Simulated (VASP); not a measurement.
# Ge (P6_3/mmc) in VASP: notebook

Runs on Ge. Level: PBEsol. Tasks: single point, relaxation of cell and atoms.

Program: VASP 6.6.1. These are calculated values, not measurements. Logs are shortened: lines on timing, memory, paths and dates and some standing lists are left out, and cuts for length are marked.

### 1 The cell of the first run

The structure is hexagonal, space group P6_3/mmc (No. 194). The conventional cell has a = 3.996 Å, b = 3.996 Å, c = 6.596 Å, α = 90.00°, β = 90.00°, γ = 120.00°. Ge (site symmetry 3m) has 4 Ge at 2.45 to 2.47 Å within 3.2 Å.

This isn't the form of Ge at room conditions, which is diamond.

### 2 Single point, PBEsol

The input, INCAR:

```
PREC     = Accurate       # precision mode
ENCUT    = 520            # plane-wave cutoff, eV
EDIFF    = 1E-6           # SCF threshold, eV
ISMEAR   = 0              # smearing method
SIGMA    = 0.1            # smearing width, eV
LREAL    = F              # projectors in reciprocal space
LASPH    = T              # aspherical terms in the spheres
NELM     = 60             # most SCF steps
ALGO     = Fast           # electronic algorithm
ISIF     = 2              # what is computed and relaxed
LWAVE    = F              # write WAVECAR
LCHARG   = F              # write CHGCAR
GGA      = PS             # functional
NBANDS   = 36             # bands
```

The input, KPOINTS:

```
Automatic mesh
0
Gamma
  12 12 6
```

The input, POSCAR:

```
Ge
1.0
    3.9962202214      0.0000000000      0.0000000000
   -1.9981101107      3.4608282308      0.0000000000
    0.0000000000      0.0000000000      6.5960331347
Ge
4
Direct
    0.6666666667      0.3333333333      0.0629233156
    0.3333333333      0.6666666667      0.5629233156
    0.6666666667      0.3333333333      0.4370766844
    0.3333333333      0.6666666667      0.9370766844
```

Potentials or basis: VASP PAW PBE potentials, release 64 (Ge_d).

On the command line:

```bash
$ cat potpaw_PBE.64/Ge_d/POTCAR > POTCAR
$ mpirun -np 1 vasp_std > vasp.out
```

OUTCAR:

```text
PREC = Accurate
   ENCUT = 520
   EDIFF = 1E-6
   ISMEAR = 0
   LREAL = F
   LASPH = T
   NELM = 60
   ISIF = 2
   GGA = PS

 ion  position               nearest neighbor table
   1  0.667  0.333  0.063-   4 2.45   4 2.45   4 2.45   3 2.47
   2  0.333  0.667  0.563-   3 2.45   3 2.45   3 2.45   4 2.47
   3  0.667  0.333  0.437-   2 2.45   2 2.45   2 2.45   1 2.47
   4  0.333  0.667  0.937-   1 2.45   1 2.45   1 2.45   2 2.47

  LATTYP: Found a hexagonal cell.
 ALAT       =     3.9962202214
 C/A-ratio  =     1.6505679791

  Lattice vectors:

 A1 = (   3.9962202214,   0.0000000000,   0.0000000000)
 A2 = (  -1.9981101107,   3.4608282308,   0.0000000000)
 A3 = (   0.0000000000,   0.0000000000,   6.5960331347)

Analysis of symmetry for initial positions (statically):
=====================================================================
 Subroutine PRICEL returns:
 Original cell was already a primitive cell.

 Routine SETGRP: Setting up the symmetry group for a
 hexagonal supercell.

 Subroutine GETGRP returns: Found 24 space group operations
 (whereof 12 operations were pure point group operations)
 out of a pool of 24 trial point group operations.

The static configuration has the point symmetry D_3d.
 The point group associated with its full space group is D_6h.

Analysis of symmetry for dynamics (positions and initial velocities):
=====================================================================
 Subroutine PRICEL returns:
 Original cell was already a primitive cell.

 Routine SETGRP: Setting up the symmetry group for a
 hexagonal supercell.

 Subroutine GETGRP returns: Found 24 space group operations
 (whereof 12 operations were pure point group operations)
 out of a pool of 24 trial point group operations.

The dynamic configuration has the point symmetry D_3d.
 The point group associated with its full space group is D_6h.

 Subroutine INISYM returns: Found 24 space group operations
 (whereof 12 operations are pure point group operations),
 and found     1 'primitive' translations

----------------------------------------------------------------------------------------

                                     Primitive cell

  volume of cell :      91.2247

  direct lattice vectors                    reciprocal lattice vectors
     3.996220221  0.000000000  0.000000000     0.250236460  0.144474087  0.000000000
    -1.998110111  3.460828231  0.000000000     0.000000000  0.288948175  0.000000000
     0.000000000  0.000000000  6.596033135     0.000000000  0.000000000  0.151606273

  length of vectors
     3.996220221  3.996220221  6.596033135     0.288948175  0.288948175  0.151606273

  position of ions in fractional coordinates (direct lattice)
     0.666666667  0.333333333  0.062923316
     0.333333333  0.666666667  0.562923316
     0.666666667  0.333333333  0.437076684
     0.333333333  0.666666667  0.937076684

  ion indices of the primitive-cell ions
   primitive index   ion index
                 1           1
                 2           2
                 3           3
                 4           4

----------------------------------------------------------------------------------------

 KPOINTS: Automatic mesh

Automatic generation of k-mesh.
 Grid dimensions read from file:
 generate k-points for:   12   12    6

 Generating k-lattice:

  Cartesian coordinates                     Fractional coordinates (reciprocal lattice)
     0.020853038  0.012039507  0.000000000     0.083333333  0.000000000  0.000000000
     0.000000000  0.024079015  0.000000000     0.000000000  0.083333333  0.000000000
     0.000000000  0.000000000  0.025267712     0.000000000  0.000000000  0.166666667

  Length of vectors
     0.024079015  0.024079015  0.025267712

  Shift w.r.t. Gamma in fractional coordinates (k-lattice)
     0.000000000  0.000000000  0.000000000

 Subroutine IBZKPT returns following result:
 ===========================================

 Found     76 irreducible k-points:

 Following reciprocal coordinates:
            Coordinates               Weight
  0.000000  0.000000  0.000000      1.000000
  0.083333 -0.000000  0.000000      6.000000
  0.166667 -0.000000  0.000000      6.000000
  0.250000 -0.000000  0.000000      6.000000
  0.333333 -0.000000  0.000000      6.000000
  0.416667 -0.000000  0.000000      6.000000
[... 16 lines left out ...]
  0.250000 -0.000000  0.166667     12.000000
  0.333333 -0.000000  0.166667     12.000000
 [... further k-points ...]
   k-points           NKPTS =     76   k-points in BZ     NKDIM =     76   number of bands    NBANDS=     36
   number of dos      NEDOS =    301   number of ions     NIONS =      4
   total plane-waves  NPLWV =  45000
   dimension x,y,z NGX =    30 NGY =   30 NGZ =   50
   dimension x,y,z NGXF=    60 NGYF=   60 NGZF=  100
   ions per type =               4
   NGX,Y,Z   is equivalent  to a cutoff of  12.48, 12.48, 12.60 a.u.
   NGXF,Y,Z  is equivalent  to a cutoff of  24.96, 24.96, 25.20 a.u.
 SYSTEM =  unknown system
   PREC   = accura    normal or accurate (medium, high low for compatibility)
   ISTART =      0    job   : 0-new  1-cont  2-samecut
   ICHARG =      2    charge: 1-file 2-atom 10-const
   ISPIN  =      1    spin polarized calculation?
   LNONCOLLINEAR =      F non collinear calculations
   LSORBIT =      F    spin-orbit coupling
   LASPH  =      T    aspherical Exc in radial PAW
   ENCUT  =  520.0 eV  38.22 Ry    6.18 a.u.   7.43  7.43 12.26*2*pi/ulx,y,z
   NELM   =     60;   NELMIN=  2; NELMDL= -5     # of ELM steps
   EDIFF  = 0.1E-05   stopping-criterion for ELM
   LREAL  =      F    real-space projection
   EDIFFG = 0.1E-04   stopping-criterion for IOM
   NSW    =      0    number of steps for IOM
   IBRION =     -1    ionic relax: 0-MD 1-quasi-New 2-CG
   NFREE  =      0    steps in history (QN), initial steepest desc. (CG)
   ISIF   =      2    stress and relaxation
   ISYM   =      2    0-nonsym 1-usesym 2-fastsym
   POTIM  = 0.5000    time-step for ionic-motion
   TEBEG  =    0.0;   TEEND  =   0.0 temperature during run
   PSTRESS=    0.0 pullay stress
   NELECT =      56.0000    total number of electrons
   NUPDOWN=      -1.0000    fix difference up-down
   EMIN   =  10.00;   EMAX   =-10.00  energy-range for DOS
   EFERMI =   0.00;   METHOD = LEGACY
   ISMEAR =     0;   SIGMA  =   0.10  broadening in eV -4-tet -1-fermi 0-gaus
   EFERMI_NEDOS =   21; number of points for ismear=-14 and -15
   IALGO  =     68    algorithm
   IMIX   =      4    mixing-type and parameters
     AMIX     =   0.40;   BMIX     =  1.00
     AMIX_MAG =   1.60;   BMIX_MAG =  1.00
  volume/ion in A,a.u.               =      22.81       153.90
  Fermi-wavevector in a.u.,A,eV,Ry     =   1.391340  2.629252 26.338542  1.935828
  Thomas-Fermi vector in A             =   2.515189
   LORBIT       =      0    0 simple, 1 ext, 2 COOP (PROOUT), +10 PAW based schemes
   GGA     = PS    functional components
   LHFCALC =     F    Hartree Fock is set to
   AEXX    =    0.0000 exact exchange contribution
   IVDW    =     0    specifies the selected vdW correction
   LEPSILON=     F    determine dielectric tensor
   LRPA    =     F    only Hartree local field effects (RPA)
 non-spin polarized calculation
 RMM-DIIS sequential band-by-band and
 Gauss-broadening in eV      SIGMA  =   0.10
  energy-cutoff  :      520.00
  volume of cell :       91.22
 maximum number of plane-waves:      2491
 NGX is ok and might be reduce to    30
   NGX = 15   NGY = 15   NGZ = 25

 number of electron      56.0000054 magnetization

 Free energy of the ion-electron system (eV)
  ---------------------------------------------------
  ext. energy  EPLUGINS =         0.00000000
  ---------------------------------------------------
  free energy    TOTEN  =       -19.68470640 eV

  energy without entropy =      -19.68410212  energy(sigma->0) =      -19.68440426

 E-fermi :   4.8650     XC(G=0): -10.0884

 val. band max:        4.8126716274   @ k =   0.0000   0.0000   0.0000
 cond. band min:       4.9638863858   @ k =   0.0000   0.0000   0.0000
 fundamental gap:      0.1512147583
 Fermi energy:         4.8650464527

 k-point     1 :       0.0000    0.0000    0.0000
  band No.  band energies     occupation
      1     -20.0016      2.00000
      2     -20.0016      2.00000
      3     -19.9633      2.00000
      4     -19.9631      2.00000
      5     -19.9631      2.00000
      6     -19.9503      2.00000
[... 28 lines left out ...]
     35       9.3824      0.00000
     36      10.7869      0.00000

 k-point     2 :       0.0833   -0.0000    0.0000
  band No.  band energies     occupation
      1     -20.0064      2.00000
      2     -20.0031      2.00000
      3     -19.9680      2.00000
      4     -19.9656      2.00000
      5     -19.9631      2.00000
      6     -19.9443      2.00000
[... 28 lines left out ...]
     35       9.6933      0.00000
     36      11.2618      0.00000

 k-point     3 :       0.1667   -0.0000    0.0000
  band No.  band energies     occupation
      1     -20.0145      2.00000
      2     -20.0062      2.00000
      3     -19.9768      2.00000
      4     -19.9713      2.00000
      5     -19.9622      2.00000
      6     -19.9352      2.00000
[... 28 lines left out ...]
     35      10.5026      0.00000
     36      10.5512      0.00000

 k-point     4 :       0.2500   -0.0000    0.0000
  band No.  band energies     occupation
      1     -20.0200      2.00000
      2     -20.0090      2.00000
      3     -19.9861      2.00000
      4     -19.9770      2.00000
      5     -19.9584      2.00000
      6     -19.9281      2.00000
[... 28 lines left out ...]
     35      11.2268      0.00000
     36      11.6066      0.00000

 k-point     5 :       0.3333   -0.0000    0.0000
  band No.  band energies     occupation
      1     -20.0211      2.00000
      2     -20.0105      2.00000
      3     -19.9949      2.00000
      4     -19.9812      2.00000
      5     -19.9513      2.00000
      6     -19.9233      2.00000
[... 655 lines left out ...]
 k-point    22 :       0.1667   -0.0000    0.1667
  band No.  band energies     occupation
      1     -20.0118      2.00000
      2     -20.0044      2.00000
      3     -19.9752      2.00000
      4     -19.9747      2.00000
      5     -19.9656      2.00000
      6     -19.9362      2.00000
[... 28 lines left out ...]
     35      10.2893      0.00000
     36      10.9852      0.00000

 k-point    23 :       0.2500   -0.0000    0.1667
  band No.  band energies     occupation
      1     -20.0169      2.00000
      2     -20.0072      2.00000
      3     -19.9838      2.00000
      4     -19.9798      2.00000
      5     -19.9618      2.00000
      6     -19.9290      2.00000
[... 28 lines left out ...]
     35      11.0336      0.00000
     36      11.3551      0.00000

 k-point    24 :       0.3333   -0.0000    0.1667
  band No.  band energies     occupation
      1     -20.0178      2.00000
      2     -20.0088      2.00000
      3     -19.9921      2.00000
      4     -19.9837      2.00000
      5     -19.9545      2.00000
      6     -19.9239      2.00000
[... 28 lines left out ...]
     35      11.7935      0.00000
     36      12.4938      0.00000

 [... further k-points ...]
[... 5 lines left out ...]
  --------------------------------------------------------------------------------------
  -------------------------------------------------------------------------------------
  Total       -0.0292281     -0.0292281     -0.0590582      0.0000000     -0.0000000      0.0000000
  in kB       -0.5133327     -0.5133327     -1.0372384      0.0000000     -0.0000000      0.0000000
  external PRESSURE =      -0.6879679 kB  Pullay stress =       0.0000000 kB

 VOLUME and BASIS-vectors are now :
 -----------------------------------------------------------------------------
  energy-cutoff  :      520.00
  volume of cell :       91.22
      direct lattice vectors                 reciprocal lattice vectors
     3.996220221  0.000000000  0.000000000     0.250236460  0.144474087  0.000000000
    -1.998110111  3.460828231  0.000000000     0.000000000  0.288948175  0.000000000
     0.000000000  0.000000000  6.596033135     0.000000000  0.000000000  0.151606273

 POSITION                                       TOTAL-FORCE (eV/Angst)
 -----------------------------------------------------------------------------------
      1.99811      1.15361      0.41504        -0.000000     -0.000000     -0.005073
     -0.00000      2.30722      3.71306         0.000000      0.000000     -0.005073
      1.99811      1.15361      2.88297        -0.000000      0.000000      0.005073
     -0.00000      2.30722      6.18099        -0.000000      0.000000      0.005073
 -----------------------------------------------------------------------------------
    total drift:                                0.000000     -0.000000      0.000000

  FREE ENERGIE OF THE ION-ELECTRON SYSTEM (eV)
  ---------------------------------------------------
  free  energy   TOTEN  =       -19.6847063977 eV

  energy  without entropy=      -19.6841021181  energy(sigma->0) =      -19.68440426
```

It took 5.3 min on 1 thread of Oxide Virtual Turin-like, shared host; peak memory 0.28 GiB.

What came out:

```yaml
Free_energy: -19.6847 eV
Pressure: -0.1 GPa
Largest_force: 0.005 eV/Å
Band_gap_on_the_k_mesh: zero (bands 28 and 29 overlap by 0.02 eV)
```

Forces on the atoms (eV/Å):
```
Ge   0.000  0.000 -0.005
Ge   0.000  0.000 -0.005
Ge   0.000  0.000  0.005
Ge   0.000  0.000  0.005
```

Caveat: semilocal functionals underestimate gaps, and a narrow one can read as zero; the PAW data sets were made with another functional, which shifts forces and pressure a little.

### 3 Relaxation of cell and atoms, PBEsol

This run uses another cell than the first one, of 23.86 Å³/atom.

The input, INCAR:

```
SYSTEM = Ge
PREC     = Accurate       ! precision mode
ENCUT    = 600            ! plane-wave cutoff, eV
EDIFF    = 1E-6           ! SCF threshold, eV
ISMEAR   = 0              ! smearing method
SIGMA    = 0.1            ! smearing width, eV
LREAL    = .False.        ! projectors in reciprocal space
LASPH    = .True.         ! aspherical terms in the spheres
NELM     = 80             ! most SCF steps
ALGO     = Fast           ! electronic algorithm
ISIF     = 3              ! what is computed and relaxed
LWAVE    = .False.        ! write WAVECAR
LCHARG   = .False.        ! write CHGCAR
GGA      = PS             ! functional
IBRION   = 2              ! ionic algorithm
NSW      = 70             ! ionic steps
EDIFFG   = -0.005         ! ionic threshold
```

The input, KPOINTS:

```
Automatic mesh
0
Gamma
  12 12 6
  0 0 0
```

The input, POSCAR:

```
Ge
1.0
    4.0581567173      0.0000000000      0.0000000000
   -2.0290783587      3.5144668097      0.0000000000
    0.0000000000      0.0000000000      6.6925282050
Ge
4
Direct
    0.6666666667      0.3333333333      0.0627911822
    0.3333333333      0.6666666667      0.5627911822
    0.6666666667      0.3333333333      0.4372088178
    0.3333333333      0.6666666667      0.9372088178
```

Potentials or basis: VASP PAW PBE potentials, release 64 (Ge_d).

On the command line:

```bash
$ cat potpaw_PBE.64/Ge_d/POTCAR > POTCAR
$ mpirun -np 1 vasp_std > vasp.out
```

It took 20 min on 1 thread of Oxide Virtual Turin-like, shared host; peak memory 0.34 GiB.

It converged, with:

```
Free energy                           : -19.6855 eV
Relaxed volume                        : 22.78 Å³/atom
Relaxed cell                          : a = 3.996 Å, b = 3.996 Å, c = 6.589 Å, α = 90.00°, β = 90.00°, γ = 120.00°
Space group after relaxing (to 0.1 Å) : P6_3/mmc (No. 194)
Energy gained by relaxing             : 9.7 meV/atom
Ionic steps                           : 8
Pressure after relaxing               : 0.0 GPa
Band gap on the k mesh                : zero (bands 28 and 29 overlap by 0.04 eV)
```

Step by step:
| step | energy change (eV) | largest force (eV/Å) | pressure (GPa) | volume (Å³) |
| --- | --- | --- | --- | --- |
| 1 | 0.0000 | 0.0095 | -2.81 | 95.45 |
| 2 | -0.0341 | 0.0204 | 1.21 | 89.78 |
| 3 | -0.0386 | 0.0125 | -0.19 | 91.22 |
| 4 | -0.0386 | 0.0148 | 0.17 | 91.02 |
| 5 | -0.0386 | 0.0134 | 0.02 | 91.11 |
| 6 | -0.0386 | 0.0037 | 0.05 | 91.11 |
| 7 | -0.0386 | 0.0052 | 0.08 | 91.11 |
| 8 | -0.0386 | 0.0019 | -0.01 | 91.12 |

Final structure:
```
Ge
1.0
     3.99602    0.00000    0.00000
    -1.99801    3.46066    0.00000
     0.00000    0.00000    6.58945
Ge
4
Direct
  0.66667 0.33333 0.06283
  0.33333 0.66667 0.56283
  0.66667 0.33333 0.43717
  0.33333 0.66667 0.93717
```

Levels at points of the mesh, in eV from the Fermi level:
| k point | band 24 | band 25 | band 26 | band 27 | band 28 | band 29 | band 30 | band 31 | band 32 | band 33 |
| --- | --- | --- | --- | --- | --- | --- | --- | --- | --- | --- |
| (0.00, 0.00, 0.00) | -1.51 | -1.51 | -0.18 | -0.16 | -0.04 | 0.10 | 0.10 | 2.22 | 2.22 | 2.72 |
| (0.50, 0.00, 0.00) | -6.78 | -4.64 | -3.11 | -2.87 | -1.47 | 0.43 | 1.59 | 3.47 | 3.66 | 4.30 |
| (0.00, 0.00, 0.50) | -4.84 | -0.89 | -0.89 | -0.89 | -0.89 | 0.62 | 0.62 | 3.32 | 3.32 | 3.32 |
| (0.50, 0.00, 0.50) | -7.92 | -2.58 | -2.58 | -2.45 | -2.45 | 0.45 | 0.45 | 2.03 | 2.03 | 6.08 |

Caveat: semilocal functionals underestimate gaps, and a narrow one can read as zero; the PAW data sets were made with another functional, which shifts forces and pressure a little.

The gap in the log of VASP goes by the Fermi energy; the results here count the filled bands.